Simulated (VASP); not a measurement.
# Al (P6_3/mmc) in VASP: further runs

Runs on Al. Level: PBE+D3(BJ). Tasks: single point.

Program: VASP 6.6.1. These are calculated values, not measurements. Logs are shortened: lines on timing, memory, paths and dates and some standing lists are left out, and cuts for length are marked.

## (1) The cell of the first run

It takes space group P6_3/mmc (No. 194, hexagonal). The conventional cell has a = 2.814 Å, b = 2.814 Å, c = 10.439 Å, α = 90.00°, β = 90.00°, γ = 120.00°. Al (site symmetry -3m) has 12 Al at 2.81 to 3.07 Å within 3.7 Å. Al (site symmetry -6m2) has 12 Al at 2.81 to 3.07 Å within 3.7 Å.

This isn't the form of Al at room conditions, which is fcc.

## (2) Single point, PBE+D3(BJ)

The input, INCAR:

```
PREC     = Accurate       # precision mode
ENCUT    = 520            # plane-wave cutoff, eV
EDIFF    = 1E-6           # SCF threshold, eV
ISMEAR   = 0              # smearing method
SIGMA    = 0.15           # smearing width, eV
LREAL    = False          # projectors in reciprocal space
LASPH    = True           # aspherical terms in the spheres
NELM     = 100            # most SCF steps
ALGO     = Normal         # electronic algorithm
ISIF     = 2              # what is computed and relaxed
LWAVE    = False          # write WAVECAR
LCHARG   = False          # write CHGCAR
GGA      = PE             # functional
IVDW     = 12             # dispersion correction
NBANDS   = 14             # bands
```

The input, KPOINTS:

```
Automatic mesh
0
Gamma
  18 18 4
```

The input, POSCAR:

```
Al
1.0
    2.8144222649      0.0000000000      0.0000000000
   -1.4072111325      2.4373611784      0.0000000000
    0.0000000000      0.0000000000     10.4387000000
Al
4
Direct
    0.0000000000      0.0000000000      0.0000000000
    0.3333333333      0.6666666667      0.2500000000
    0.0000000000      0.0000000000      0.5000000000
    0.6666666667      0.3333333333      0.7500000000
```

Potentials or basis: VASP PAW PBE potentials, release 64 (Al).

Command:

```console
> cat potpaw_PBE.64/Al/POTCAR > POTCAR
> mpirun -np 1 vasp_std > vasp.out
```

OUTCAR:

```text
PREC = Accurate
   ENCUT = 520
   EDIFF = 1E-6
   ISMEAR = 0
   LREAL = False
   LASPH = True
   NELM = 100
   ISIF = 2
   GGA = PE
   IVDW = 12
 IVDW          = 12

 ion  position               nearest neighbor table
   1  0.000  0.000  0.000-   2 3.07   4 3.07   4 3.07   2 3.07   4 3.07   2 3.07
   2  0.333  0.667  0.250-   1 3.07   3 3.07   1 3.07   3 3.07   1 3.07   3 3.07
   3  0.000  0.000  0.500-   2 3.07   4 3.07   4 3.07   2 3.07   4 3.07   2 3.07
   4  0.667  0.333  0.750-   1 3.07   3 3.07   1 3.07   3 3.07   1 3.07   3 3.07

  LATTYP: Found a hexagonal cell.
 ALAT       =     2.8144222649
 C/A-ratio  =     3.7090027784

  Lattice vectors:

 A1 = (   2.8144222649,   0.0000000000,   0.0000000000)
 A2 = (  -1.4072111325,   2.4373611784,   0.0000000000)
 A3 = (   0.0000000000,   0.0000000000,  10.4387000000)

Analysis of symmetry for initial positions (statically):
=====================================================================
 Subroutine PRICEL returns:
 Original cell was already a primitive cell.

 Routine SETGRP: Setting up the symmetry group for a
 hexagonal supercell.

 Subroutine GETGRP returns: Found 24 space group operations
 (whereof 12 operations were pure point group operations)
 out of a pool of 24 trial point group operations.

The static configuration has the point symmetry D_3d.
 The point group associated with its full space group is D_6h.

Analysis of symmetry for dynamics (positions and initial velocities):
=====================================================================
 Subroutine PRICEL returns:
 Original cell was already a primitive cell.

 Routine SETGRP: Setting up the symmetry group for a
 hexagonal supercell.

 Subroutine GETGRP returns: Found 24 space group operations
 (whereof 12 operations were pure point group operations)
 out of a pool of 24 trial point group operations.

The dynamic configuration has the point symmetry D_3d.
 The point group associated with its full space group is D_6h.

 Subroutine INISYM returns: Found 24 space group operations
 (whereof 12 operations are pure point group operations),
 and found     1 'primitive' translations

----------------------------------------------------------------------------------------

                                     Primitive cell

  volume of cell :      71.6070

  direct lattice vectors                    reciprocal lattice vectors
     2.814422265  0.000000000  0.000000000     0.355312709  0.205139888  0.000000000
    -1.407211133  2.437361178  0.000000000     0.000000000  0.410279777  0.000000000
     0.000000000  0.000000000 10.438700000     0.000000000  0.000000000  0.095797369

  length of vectors
     2.814422265  2.814422265 10.438700000     0.410279777  0.410279777  0.095797369

  position of ions in fractional coordinates (direct lattice)
     0.000000000  0.000000000  0.000000000
     0.333333333  0.666666667  0.250000000
     0.000000000  0.000000000  0.500000000
     0.666666667  0.333333333  0.750000000

  ion indices of the primitive-cell ions
   primitive index   ion index
                 1           1
                 2           2
                 3           3
                 4           4

----------------------------------------------------------------------------------------

 KPOINTS: Automatic mesh

Automatic generation of k-mesh.
 Grid dimensions read from file:
 generate k-points for:   18   18    4

 Generating k-lattice:

  Cartesian coordinates                     Fractional coordinates (reciprocal lattice)
     0.019739595  0.011396660  0.000000000     0.055555556  0.000000000  0.000000000
     0.000000000  0.022793321  0.000000000     0.000000000  0.055555556  0.000000000
     0.000000000  0.000000000  0.023949342     0.000000000  0.000000000  0.250000000

  Length of vectors
     0.022793321  0.022793321  0.023949342

  Shift w.r.t. Gamma in fractional coordinates (k-lattice)
     0.000000000  0.000000000  0.000000000

 Subroutine IBZKPT returns following result:
 ===========================================

 Found    111 irreducible k-points:

 Following reciprocal coordinates:
            Coordinates               Weight
  0.000000  0.000000  0.000000      1.000000
  0.055556  0.000000  0.000000      6.000000
  0.111111  0.000000  0.000000      6.000000
  0.166667  0.000000  0.000000      6.000000
  0.222222  0.000000  0.000000      6.000000
  0.277778  0.000000  0.000000      6.000000
[... 16 lines left out ...]
  0.333333  0.111111  0.000000     12.000000
  0.388889  0.111111  0.000000     12.000000
 [... further k-points ...]
   k-points           NKPTS =    111   k-points in BZ     NKDIM =    111   number of bands    NBANDS=     14
   number of dos      NEDOS =    301   number of ions     NIONS =      4
   total plane-waves  NPLWV =  46080
   dimension x,y,z NGX =    24 NGY =   24 NGZ =   80
   dimension x,y,z NGXF=    48 NGYF=   48 NGZF=  160
   ions per type =               4
   NGX,Y,Z   is equivalent  to a cutoff of  14.18, 14.18, 12.74 a.u.
   NGXF,Y,Z  is equivalent  to a cutoff of  28.35, 28.35, 25.48 a.u.
 SYSTEM =  unknown system
   PREC   = accura    normal or accurate (medium, high low for compatibility)
   ISTART =      0    job   : 0-new  1-cont  2-samecut
   ICHARG =      2    charge: 1-file 2-atom 10-const
   ISPIN  =      1    spin polarized calculation?
   LNONCOLLINEAR =      F non collinear calculations
   LSORBIT =      F    spin-orbit coupling
   LASPH  =      T    aspherical Exc in radial PAW
   ENCUT  =  520.0 eV  38.22 Ry    6.18 a.u.   5.23  5.23 19.41*2*pi/ulx,y,z
   NELM   =    100;   NELMIN=  2; NELMDL= -5     # of ELM steps
   EDIFF  = 0.1E-05   stopping-criterion for ELM
   LREAL  =      F    real-space projection
   EDIFFG = 0.1E-04   stopping-criterion for IOM
   NSW    =      0    number of steps for IOM
   IBRION =     -1    ionic relax: 0-MD 1-quasi-New 2-CG
   NFREE  =      0    steps in history (QN), initial steepest desc. (CG)
   ISIF   =      2    stress and relaxation
   ISYM   =      2    0-nonsym 1-usesym 2-fastsym
   POTIM  = 0.5000    time-step for ionic-motion
   TEBEG  =    0.0;   TEEND  =   0.0 temperature during run
   PSTRESS=    0.0 pullay stress
   NELECT =      12.0000    total number of electrons
   NUPDOWN=      -1.0000    fix difference up-down
   EMIN   =  10.00;   EMAX   =-10.00  energy-range for DOS
   EFERMI =   0.00;   METHOD = LEGACY
   ISMEAR =     0;   SIGMA  =   0.15  broadening in eV -4-tet -1-fermi 0-gaus
   EFERMI_NEDOS =   21; number of points for ismear=-14 and -15
   IALGO  =     38    algorithm
   IMIX   =      4    mixing-type and parameters
     AMIX     =   0.40;   BMIX     =  1.00
     AMIX_MAG =   1.60;   BMIX_MAG =  1.00
  volume/ion in A,a.u.               =      17.90       120.81
  Fermi-wavevector in a.u.,A,eV,Ry     =   0.902575  1.705620 11.083877  0.814642
  Thomas-Fermi vector in A             =   2.025795
   LORBIT       =      0    0 simple, 1 ext, 2 COOP (PROOUT), +10 PAW based schemes
   GGA     = PE    functional components
   LHFCALC =     F    Hartree Fock is set to
   AEXX    =    0.0000 exact exchange contribution
   IVDW    =    12    specifies the selected vdW correction
   LEPSILON=     F    determine dielectric tensor
   LRPA    =     F    only Hartree local field effects (RPA)
 non-spin polarized calculation
 Gauss-broadening in eV      SIGMA  =   0.15
  energy-cutoff  :      520.00
  volume of cell :       71.61
 maximum number of plane-waves:      1950
 NGX is ok and might be reduce to    24
   NGX = 11   NGY = 11   NGZ = 39

 number of electron      12.0000000 magnetization

 Free energy of the ion-electron system (eV)
  ---------------------------------------------------
  ext. energy  EPLUGINS =         0.00000000
  ---------------------------------------------------
  free energy    TOTEN  =       -14.75291605 eV

  energy without entropy =      -14.73309182  energy(sigma->0) =      -14.74300393

 E-fermi :   7.1188     XC(G=0):  -9.8950

 val. band max:        7.1142140006   @ k =   0.3889   0.0000   0.2500
 cond. band min:       7.1575640986   @ k =   0.2778   0.1667   0.2500
 fundamental gap:      0.0433500981
 Fermi energy:         7.1187990459

 k-point     1 :       0.0000    0.0000    0.0000
  band No.  band energies     occupation
      1      -3.4263      2.00000
      2      -2.0867      2.00000
      3      -2.0807      2.00000
      4       1.4479      2.00000
      5       2.3949      2.00000
      6       8.3714      0.00000
      7       8.3752      0.00000
      8      16.7255      0.00000
      9      16.8398      0.00000
     10      19.1262      0.00000
     11      19.1262      0.00000
     12      19.2085      0.00000
     13      19.2085      0.00000
     14      19.9974      0.00000

 k-point     2 :       0.0556    0.0000    0.0000
  band No.  band energies     occupation
      1      -3.3494      2.00000
      2      -2.0103      2.00000
      3      -2.0043      2.00000
      4       1.5238      2.00000
      5       2.4674      2.00000
      6       8.4406      0.00000
      7       8.4448      0.00000
      8      16.6661      0.00000
      9      16.8936      0.00000
     10      17.4553      0.00000
     11      18.0539      0.00000
     12      18.5195      0.00000
     13      18.5557      0.00000
     14      19.1519      0.00000

 k-point     3 :       0.1111    0.0000    0.0000
  band No.  band energies     occupation
      1      -3.1189      2.00000
      2      -1.7816      2.00000
      3      -1.7757      2.00000
      4       1.7508      2.00000
      5       2.6850      2.00000
      6       8.6468      0.00000
      7       8.6521      0.00000
      8      15.2248      0.00000
      9      16.1559      0.00000
     10      16.4020      0.00000
     11      17.0716      0.00000
     12      17.0966      0.00000
     13      17.1766      0.00000
     14      18.1919      0.00000

 k-point     4 :       0.1667    0.0000    0.0000
  band No.  band energies     occupation
      1      -2.7355      2.00000
      2      -1.4012      2.00000
      3      -1.3953      2.00000
      4       2.1273      2.00000
      5       3.0475      2.00000
      6       8.9826      0.00000
      7       8.9924      0.00000
      8      13.1467      0.00000
      9      14.2363      0.00000
     10      14.3470      0.00000
     11      16.2208      0.00000
     12      16.9069      0.00000
     13      17.0403      0.00000
     14      17.2994      0.00000

 k-point     5 :       0.2222    0.0000    0.0000
  band No.  band energies     occupation
      1      -2.2004      2.00000
      2      -0.8706      2.00000
      3      -0.8648      2.00000
      4       2.6498      2.00000
      5       3.5548      2.00000
      6       9.4044      0.00000
      7       9.4450      0.00000
      8      11.1912      0.00000
      9      12.2649      0.00000
     10      12.3827      0.00000
     11      15.2099      0.00000
[... 276 lines left out ...]
 k-point    22 :       0.2778    0.1111    0.0000
  band No.  band energies     occupation
      1      -0.4569      2.00000
      2       0.8576      2.00000
      3       0.8626      2.00000
      4       4.3108      2.00000
      5       5.2146      2.00000
      6       7.5465      0.00006
      7       8.7269      0.00000
      8       8.8143      0.00000
      9      10.9020      0.00000
     10      11.0910      0.00000
     11      11.3262      0.00000
     12      12.3938      0.00000
     13      12.6516      0.00000
     14      12.9747      0.00000

 k-point    23 :       0.3333    0.1111    0.0000
  band No.  band energies     occupation
      1       0.5187      2.00000
      2       1.8224      2.00000
      3       1.8263      2.00000
      4       5.0667      2.00000
      5       6.0529      2.00000
      6       6.1148      2.00000
      7       7.1710      0.62290
      8       7.2136      0.37128
      9      10.2359      0.00000
     10      11.1114      0.00000
     11      11.3312      0.00000
     12      11.7049      0.00000
     13      12.2538      0.00000
     14      12.6060      0.00000

 k-point    24 :       0.3889    0.1111    0.0000
  band No.  band energies     occupation
      1       1.6346      2.00000
      2       2.9176      2.00000
      3       2.9180      2.00000
      4       4.2409      2.00000
      5       5.5340      2.00000
      6       5.5855      2.00000
      7       6.5984      2.00000
      8       7.2880      0.11063
      9       8.9523      0.00000
     10       9.8892      0.00000
     11      10.9350      0.00000
     12      11.8994      0.00000
     13      12.1846      0.00000
     14      13.2522      0.00000

 [... further k-points ...]

------------------------ aborting loop because EDIFF is reached ----------------------------------------

 Edisp (eV)   -1.23817

 E8    (eV) :    -0.5537

  FORCE on cell =-STRESS in cart. coord.  units (eV):
  Direction    XX          YY          ZZ          XY          YZ          ZX
  --------------------------------------------------------------------------------------
  -------------------------------------------------------------------------------------
  Total      -2.14416    -2.14416    -4.50358     0.00000     0.00000    -0.00000
  in kB     -47.97472   -47.97472  -100.76570     0.00000     0.00000    -0.00000
  external pressure =      -65.57 kB  Pullay stress =        0.00 kB

 VOLUME and BASIS-vectors are now :
 -----------------------------------------------------------------------------
  energy-cutoff  :      520.00
  volume of cell :       71.61
      direct lattice vectors                 reciprocal lattice vectors
     2.814422265  0.000000000  0.000000000     0.355312709  0.205139888  0.000000000
    -1.407211133  2.437361178  0.000000000     0.000000000  0.410279777  0.000000000
     0.000000000  0.000000000 10.438700000     0.000000000  0.000000000  0.095797369

 POSITION                                       TOTAL-FORCE (eV/Angst)
 -----------------------------------------------------------------------------------
      0.00000      0.00000      0.00000         0.000000      0.000000     -0.000000
     -0.00000      1.62491      2.60968        -0.000000      0.000000      0.000000
      0.00000      0.00000      5.21935         0.000000      0.000000     -0.000000
      1.40721      0.81245      7.82903        -0.000000      0.000000      0.000000
 -----------------------------------------------------------------------------------
    total drift:                               -0.000000      0.000000      0.000000

  FREE ENERGIE OF THE ION-ELECTRON SYSTEM (eV)
  ---------------------------------------------------
  free  energy   TOTEN  =       -15.9910880022 eV

  energy  without entropy=      -15.9712637703  energy(sigma->0) =      -15.98117589
```

Wall time 98 s (1 thread of AMD EPYC 7R13, shared host); peak memory 0.22 GiB.

What came out:

```
Free energy                : -15.9911 eV
Pressure                   : -6.6 GPa
Band gap on the k mesh     : zero (bands 6 and 7 overlap by 3.91 eV)
Dispersion energy per atom : -0.310 eV
```

Caveat: the cell stands under tension.

## (3) Single point, PBE+D3(BJ)

This run uses another cell than the first one, of 18.07 Å³/atom.

The input, INCAR:

```
PREC = Accurate ; ENCUT = 520
EDIFF = 1E-7 ; ISMEAR = 0
SIGMA = 0.15 ; LREAL = F
LASPH = T ; NELM = 80
ALGO = Normal ; ISIF = 2
LWAVE = F ; LCHARG = F
GGA = PE ; IVDW = 12
NBANDS = 14
```

The input, KPOINTS:

```
regular mesh
0
Gamma
  18 18 4
```

The input, POSCAR:

```
Al
1.0
    2.7750000000      0.0000000000      0.0000000000
   -1.3875000000      2.4032204955      0.0000000000
    0.0000000000      0.0000000000     10.8379000000
Al
4
Direct
    0.0000000000      0.0000000000      0.0000000000
    0.3333333333      0.6666666667      0.2500000000
    0.0000000000      0.0000000000      0.5000000000
    0.6666666667      0.3333333333      0.7500000000
```

Potentials or basis: VASP PAW PBE potentials, release 64 (Al).

Command:

```console
> cat potpaw_PBE.64/Al/POTCAR > POTCAR
> mpirun -np 1 vasp_std > vasp.out
```

Run time: 2.2 min. Hardware: 1 thread of AMD EPYC 7R13, shared host; peak memory 0.22 GiB.

It converged, with:

```
Free energy                : -15.8585 eV
Pressure                   : -5.8 GPa
Band gap on the k mesh     : zero (bands 6 and 7 overlap by 3.52 eV)
Dispersion energy per atom : -0.307 eV
```

Stress tensor (GPa, compression positive):
```
 -2.92   0.00   0.00
  0.00  -2.92   0.00
  0.00   0.00 -11.45
```

Levels at points of the mesh, in eV from the Fermi level:
```tsv
k point	band 3	band 4	band 5	band 6	band 7	band 8	band 9	band 10
(0.00, 0.00, 0.00)	-9.24	-6.18	-4.81	0.53	0.54	8.29	8.58	12.71
(0.50, 0.00, 0.00)	-3.35	-3.30	-2.73	-2.68	-0.13	0.26	1.09	1.48
(0.00, 0.00, 0.50)	-7.74	-7.74	-2.68	-2.68	4.28	4.28	12.60	12.60
(0.50, 0.00, 0.50)	-3.89	-3.89	-1.78	-1.78	-1.20	-1.20	3.09	3.09
```

Caveat: the cell stands under tension.
